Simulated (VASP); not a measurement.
# GaP (F-43m) in VASP: a series of runs

The runs below take GaP through single point, relaxation of cell and atoms, with LDA.

Program: VASP 6.6.1. These are calculated values, not measurements. Logs are shortened: lines on timing, memory, paths and dates and some standing lists are left out, and cuts for length are marked.

### 1 The cell of the first run

It takes space group F-43m (No. 216, cubic). Conventional cell: a = 5.391 Å, b = 5.391 Å, c = 5.391 Å, α = 90.00°, β = 90.00°, γ = 90.00°. Ga (site symmetry -43m) has 4 P at 2.33 Å within 3.1 Å. Within 3.1 Å of P (site symmetry -43m) lie 4 Ga at 2.33 Å.

### 2 Single point, LDA

File INCAR:

```
SYSTEM = GaP
  PREC = Accurate
  ENCUT = 520
  EDIFF = 1E-6
  ISMEAR = 0
  SIGMA = 0.02
  LREAL = .FALSE.
  LASPH = .TRUE.
  NELM = 60
  ALGO = Normal
  ISIF = 2
  LWAVE = .FALSE.
  LCHARG = .FALSE.
  GGA = CA
  NBANDS = 16
```

File KPOINTS:

```
Automatic mesh
0
G
  8 8 8
  0 0 0
```

File POSCAR:

```
GaP
1.0
    0.0000000000      2.6957401195      2.6957401195
    2.6957401195      0.0000000000      2.6957401195
    2.6957401195      2.6957401195      0.0000000000
Ga P
1 1
Direct
    0.0000000000      0.0000000000      0.0000000000
    0.2500000000      0.2500000000      0.2500000000
```

Potentials or basis: VASP PAW LDA potentials, release 64 (Ga_d, P).

Command:

```console
$ cat potpaw_LDA.64/Ga_d/POTCAR potpaw_LDA.64/P/POTCAR > POTCAR
$ mpirun -np 1 vasp_std > vasp.out
```

OUTCAR:

```text
SYSTEM = GaP
   PREC = Accurate
   ENCUT = 520
   EDIFF = 1E-6
   ISMEAR = 0
   LREAL = .FALSE.
   LASPH = .TRUE.
   NELM = 60
   ISIF = 2
   GGA = CA

 ion  position               nearest neighbor table
   1  0.000  0.000  0.000-   2 2.33   2 2.33   2 2.33   2 2.33
   2  0.250  0.250  0.250-   1 2.33   1 2.33   1 2.33   1 2.33

  LATTYP: Found a face centered cubic cell.
 ALAT       =     5.3914802390

  Lattice vectors:

 A1 = (   0.0000000000,   2.6957401195,   2.6957401195)
 A2 = (   2.6957401195,   0.0000000000,   2.6957401195)
 A3 = (   2.6957401195,   2.6957401195,   0.0000000000)

Analysis of symmetry for initial positions (statically):
=====================================================================
 Subroutine PRICEL returns:
 Original cell was already a primitive cell.

 Routine SETGRP: Setting up the symmetry group for a
 face centered cubic supercell.

 Subroutine GETGRP returns: Found 24 space group operations
 (whereof 24 operations were pure point group operations)
 out of a pool of 48 trial point group operations.

The static configuration has the point symmetry T_d .

Analysis of symmetry for dynamics (positions and initial velocities):
=====================================================================
 Subroutine PRICEL returns:
 Original cell was already a primitive cell.

 Routine SETGRP: Setting up the symmetry group for a
 face centered cubic supercell.

 Subroutine GETGRP returns: Found 24 space group operations
 (whereof 24 operations were pure point group operations)
 out of a pool of 48 trial point group operations.

The dynamic configuration has the point symmetry T_d .

 Subroutine INISYM returns: Found 24 space group operations
 (whereof 24 operations are pure point group operations),
 and found     1 'primitive' translations

----------------------------------------------------------------------------------------

                                     Primitive cell

  volume of cell :      39.1800

  direct lattice vectors                    reciprocal lattice vectors
     0.000000000  2.695740119  2.695740119    -0.185477820  0.185477820  0.185477820
     2.695740119  0.000000000  2.695740119     0.185477820 -0.185477820  0.185477820
     2.695740119  2.695740119  0.000000000     0.185477820  0.185477820 -0.185477820

  length of vectors
     3.812352238  3.812352238  3.812352238     0.321257007  0.321257007  0.321257007

  position of ions in fractional coordinates (direct lattice)
     0.000000000  0.000000000  0.000000000
     0.250000000  0.250000000  0.250000000

  ion indices of the primitive-cell ions
   primitive index   ion index
                 1           1
                 2           2

----------------------------------------------------------------------------------------

 KPOINTS: Automatic mesh

Automatic generation of k-mesh.
 Grid dimensions read from file:
 generate k-points for:    8    8    8

 Generating k-lattice:

  Cartesian coordinates                     Fractional coordinates (reciprocal lattice)
    -0.023184727  0.023184727  0.023184727     0.125000000  0.000000000  0.000000000
     0.023184727 -0.023184727  0.023184727     0.000000000  0.125000000  0.000000000
     0.023184727  0.023184727 -0.023184727     0.000000000  0.000000000  0.125000000

  Length of vectors
     0.040157126  0.040157126  0.040157126

  Shift w.r.t. Gamma in fractional coordinates (k-lattice)
     0.000000000  0.000000000  0.000000000

 Subroutine IBZKPT returns following result:
 ===========================================

 Found     29 irreducible k-points:

 Following reciprocal coordinates:
            Coordinates               Weight
  0.000000  0.000000  0.000000      1.000000
  0.125000  0.000000  0.000000      8.000000
  0.250000  0.000000  0.000000      8.000000
  0.375000  0.000000  0.000000      8.000000
  0.500000  0.000000  0.000000      4.000000
  0.125000  0.125000  0.000000      6.000000
[... 16 lines left out ...]
  0.500000  0.250000  0.125000     48.000000
 -0.375000  0.250000  0.125000     24.000000
 [... further k-points ...]
   k-points           NKPTS =     29   k-points in BZ     NKDIM =     29   number of bands    NBANDS=     16
   number of dos      NEDOS =    301   number of ions     NIONS =      2
   total plane-waves  NPLWV =  21952
   dimension x,y,z NGX =    28 NGY =   28 NGZ =   28
   dimension x,y,z NGXF=    56 NGYF=   56 NGZF=   56
   ions per type =               1   1
   NGX,Y,Z   is equivalent  to a cutoff of  12.21, 12.21, 12.21 a.u.
   NGXF,Y,Z  is equivalent  to a cutoff of  24.42, 24.42, 24.42 a.u.
 SYSTEM =  GaP
   PREC   = accura    normal or accurate (medium, high low for compatibility)
   ISTART =      0    job   : 0-new  1-cont  2-samecut
   ICHARG =      2    charge: 1-file 2-atom 10-const
   ISPIN  =      1    spin polarized calculation?
   LNONCOLLINEAR =      F non collinear calculations
   LSORBIT =      F    spin-orbit coupling
   LASPH  =      T    aspherical Exc in radial PAW
   ENCUT  =  520.0 eV  38.22 Ry    6.18 a.u.   7.09  7.09  7.09*2*pi/ulx,y,z
   NELM   =     60;   NELMIN=  2; NELMDL= -5     # of ELM steps
   EDIFF  = 0.1E-05   stopping-criterion for ELM
   LREAL  =      F    real-space projection
   EDIFFG = 0.1E-04   stopping-criterion for IOM
   NSW    =      0    number of steps for IOM
   IBRION =     -1    ionic relax: 0-MD 1-quasi-New 2-CG
   NFREE  =      0    steps in history (QN), initial steepest desc. (CG)
   ISIF   =      2    stress and relaxation
   ISYM   =      2    0-nonsym 1-usesym 2-fastsym
   POTIM  = 0.5000    time-step for ionic-motion
   TEBEG  =    0.0;   TEEND  =   0.0 temperature during run
   PSTRESS=    0.0 pullay stress
   NELECT =      18.0000    total number of electrons
   NUPDOWN=      -1.0000    fix difference up-down
   EMIN   =  10.00;   EMAX   =-10.00  energy-range for DOS
   EFERMI =   0.00;   METHOD = LEGACY
   ISMEAR =     0;   SIGMA  =   0.02  broadening in eV -4-tet -1-fermi 0-gaus
   EFERMI_NEDOS =   21; number of points for ismear=-14 and -15
   IALGO  =     38    algorithm
   IMIX   =      4    mixing-type and parameters
     AMIX     =   0.40;   BMIX     =  1.00
     AMIX_MAG =   1.60;   BMIX_MAG =  1.00
  volume/ion in A,a.u.               =      19.59       132.20
  Fermi-wavevector in a.u.,A,eV,Ry     =   1.263216  2.387132 21.711019  1.595715
  Thomas-Fermi vector in A             =   2.396584
   LORBIT       =      0    0 simple, 1 ext, 2 COOP (PROOUT), +10 PAW based schemes
   GGA     = CA    functional components
   LHFCALC =     F    Hartree Fock is set to
   AEXX    =    0.0000 exact exchange contribution
   IVDW    =     0    specifies the selected vdW correction
   LEPSILON=     F    determine dielectric tensor
   LRPA    =     F    only Hartree local field effects (RPA)
 non-spin polarized calculation
 Gauss-broadening in eV      SIGMA  =   0.02
  energy-cutoff  :      520.00
  volume of cell :       39.18
 maximum number of plane-waves:      1067
   NGX = 15   NGY = 15   NGZ = 15

 number of electron      17.9999998 magnetization

 Free energy of the ion-electron system (eV)
  ---------------------------------------------------
  ext. energy  EPLUGINS =         0.00000000
  ---------------------------------------------------
  free energy    TOTEN  =       -10.45076943 eV

  energy without entropy =      -10.45076943  energy(sigma->0) =      -10.45076943

 E-fermi :   4.9409     XC(G=0): -10.3104

 val. band max:        4.8474068392   @ k =   0.0000   0.0000   0.0000
 cond. band min:       6.2773054696   @ k =   0.5000   0.5000   0.0000
 fundamental gap:      1.4298986304
 Fermi energy:         4.9408971097

 k-point     1 :       0.0000    0.0000    0.0000
  band No.  band energies     occupation
      1      -9.9182      2.00000
      2      -9.9182      2.00000
      3      -9.9182      2.00000
      4      -9.8099      2.00000
      5      -9.8099      2.00000
      6      -7.9123      2.00000
[... 8 lines left out ...]
     15      14.6914      0.00000
     16      14.6914      0.00000

 k-point     2 :       0.1250    0.0000    0.0000
  band No.  band energies     occupation
      1      -9.9327      2.00000
      2      -9.9130      2.00000
      3      -9.9130      2.00000
      4      -9.8099      2.00000
      5      -9.8099      2.00000
      6      -7.7012      2.00000
[... 8 lines left out ...]
     15      14.0090      0.00000
     16      14.4225      0.00000

 k-point     3 :       0.2500    0.0000    0.0000
  band No.  band energies     occupation
      1      -9.9646      2.00000
      2      -9.9021      2.00000
      3      -9.9021      2.00000
      4      -9.8085      2.00000
      5      -9.8085      2.00000
      6      -7.1010      2.00000
[... 8 lines left out ...]
     15      13.8097      0.00000
     16      14.6110      0.00000

 k-point     4 :       0.3750    0.0000    0.0000
  band No.  band energies     occupation
      1      -9.9932      2.00000
      2      -9.8938      2.00000
      3      -9.8938      2.00000
      4      -9.8044      2.00000
      5      -9.8044      2.00000
      6      -6.2529      2.00000
[... 8 lines left out ...]
     15      15.0506      0.00000
     16      15.0506      0.00000
[... 324 lines left out ...]
 k-point    22 :       0.3750    0.2500    0.1250
  band No.  band energies     occupation
      1      -9.9887      2.00000
      2      -9.8891      2.00000
      3      -9.8847      2.00000
      4      -9.8222      2.00000
      5      -9.7999      2.00000
      6      -6.5894      2.00000
[... 8 lines left out ...]
     15      16.0333      0.00000
     16      17.2603      0.00000

 k-point    23 :       0.5000    0.2500    0.1250
  band No.  band energies     occupation
      1     -10.0044      2.00000
      2      -9.8853      2.00000
      3      -9.8746      2.00000
      4      -9.8199      2.00000
      5      -9.8001      2.00000
      6      -5.7866      2.00000
[... 8 lines left out ...]
     15      16.4101      0.00000
     16      17.7190      0.00000

 k-point    24 :      -0.3750    0.2500    0.1250
  band No.  band energies     occupation
      1     -10.0102      2.00000
      2      -9.8849      2.00000
      3      -9.8711      2.00000
      4      -9.8159      2.00000
      5      -9.8019      2.00000
      6      -5.2883      2.00000
[... 8 lines left out ...]
     15      16.8429      0.00000
     16      17.4317      0.00000

 [... further k-points ...]

------------------------ aborting loop because EDIFF is reached ----------------------------------------

  FORCE on cell =-STRESS in cart. coord.  units (eV):
  Direction    XX          YY          ZZ          XY          YZ          ZX
  --------------------------------------------------------------------------------------
  -------------------------------------------------------------------------------------
  Total        0.0170110      0.0170110      0.0170110     -0.0000000      0.0000000      0.0000000
  in kB        0.6956275      0.6956275      0.6956275     -0.0000000      0.0000000      0.0000000
  external PRESSURE =       0.6956275 kB  Pullay stress =       0.0000000 kB

 VOLUME and BASIS-vectors are now :
 -----------------------------------------------------------------------------
  energy-cutoff  :      520.00
  volume of cell :       39.18
      direct lattice vectors                 reciprocal lattice vectors
     0.000000000  2.695740119  2.695740119    -0.185477820  0.185477820  0.185477820
     2.695740119  0.000000000  2.695740119     0.185477820 -0.185477820  0.185477820
     2.695740119  2.695740119  0.000000000     0.185477820  0.185477820 -0.185477820

 POSITION                                       TOTAL-FORCE (eV/Angst)
 -----------------------------------------------------------------------------------
      0.00000      0.00000      0.00000         0.000000      0.000000      0.000000
      1.34787      1.34787      1.34787        -0.000000     -0.000000     -0.000000
 -----------------------------------------------------------------------------------
    total drift:                                0.000000      0.000000      0.000000

  FREE ENERGIE OF THE ION-ELECTRON SYSTEM (eV)
  ---------------------------------------------------
  free  energy   TOTEN  =       -10.4507694341 eV

  energy  without entropy=      -10.4507694341  energy(sigma->0) =      -10.45076943
```

It took 12 s on 1 thread of Intel Xeon Platinum 8559C (Emerald Rapids), shared host; peak memory 0.14 GiB.

Results:

- Free energy: -10.4508 eV
- Pressure: 0.1 GPa
- Band gap on the k mesh: 1.43 eV, indirect (least direct gap 1.91 eV)

A k mesh can miss the band edges. A hybrid or GW would open this gap; LDA tends to underestimate it.

### 3 Relaxation of cell and atoms, LDA

This run uses another cell than the first one, of 20.85 Å³/atom, 1.065 times its volume.

File INCAR:

```
SYSTEM = GaP
ALGO = Normal ; EDIFF = 1E-6
EDIFFG = -0.005 ; ENCUT = 600
GGA = CA ; IBRION = 2
ISIF = 3 ; ISMEAR = 0
LASPH = .TRUE. ; LCHARG = .FALSE.
LREAL = .FALSE. ; LWAVE = .FALSE.
NELM = 60 ; NSW = 70
PREC = Accurate ; SIGMA = 0.02
```

File KPOINTS:

```
k-points
0
G
  8 8 8
  0 0 0
```

File POSCAR:

```
GaP
1.0
    0.0000000000      2.7525368107      2.7525368107
    2.7525368107      0.0000000000      2.7525368107
    2.7525368107      2.7525368107      0.0000000000
Ga P
1 1
Direct
    0.0000000000      0.0000000000      0.0000000000
    0.2500000000      0.2500000000      0.2500000000
```

Potentials or basis: VASP PAW LDA potentials, release 64 (Ga_d, P).

Command:

```console
$ cat potpaw_LDA.64/Ga_d/POTCAR potpaw_LDA.64/P/POTCAR > POTCAR
$ mpirun -np 1 vasp_std > vasp.out
```

It took 38 s on 1 thread of Intel Xeon Platinum 8559C (Emerald Rapids), shared host; peak memory 0.17 GiB.

Results (log left out):

- Free energy: -10.4513 eV
- Relaxed volume: 19.61 Å³/atom
- Relaxed cell: a = 3.814 Å, b = 3.814 Å, c = 3.814 Å, α = 60.00°, β = 60.00°, γ = 60.00°
- Space group after relaxing (to 0.05 Å): F-43m (No. 216)
- Energy gained by relaxing: 19.9 meV/atom
- Ionic steps: 6
- Pressure after relaxing: 0.0 GPa
- Band gap on the k mesh: 1.43 eV, indirect (least direct gap 1.90 eV)

The path:
```
step  energy change (eV)  largest force (eV/Å)  pressure (GPa)  volume (Å³)
   1              0.0000                0.0000           -4.85        41.71
   2             -0.0287                0.0000            3.05        38.01
   3             -0.0398                0.0000           -0.13        39.22
   4             -0.0398                0.0000            0.16        39.17
   5             -0.0398                0.0000           -0.14        39.27
   6             -0.0398                0.0000            0.01        39.22
```

Final structure:
```
Ga P
1.0
     0.00000    2.69657    2.69657
     2.69657    0.00000    2.69657
     2.69657    2.69657    0.00000
Ga P
1 1
Cartesian
  2.6966 2.6966 0.0000
  1.3483 1.3483 1.3483
```

Levels at points of the mesh, in eV from the valence-band top:
```tsv
k point	band 5	band 6	band 7	band 8	band 9	band 10	band 11	band 12	band 13
(0.00, 0.00, 0.00)	-14.66	-12.75	0.00	0.00	0.00	1.90	3.78	3.78	3.78
(0.50, 0.00, 0.00)	-14.65	-10.56	-6.89	-1.18	-1.18	1.61	4.62	4.62	8.11
(0.50, 0.50, 0.00)	-14.63	-9.60	-6.99	-2.82	-2.82	1.43	1.65	10.69	10.69
```
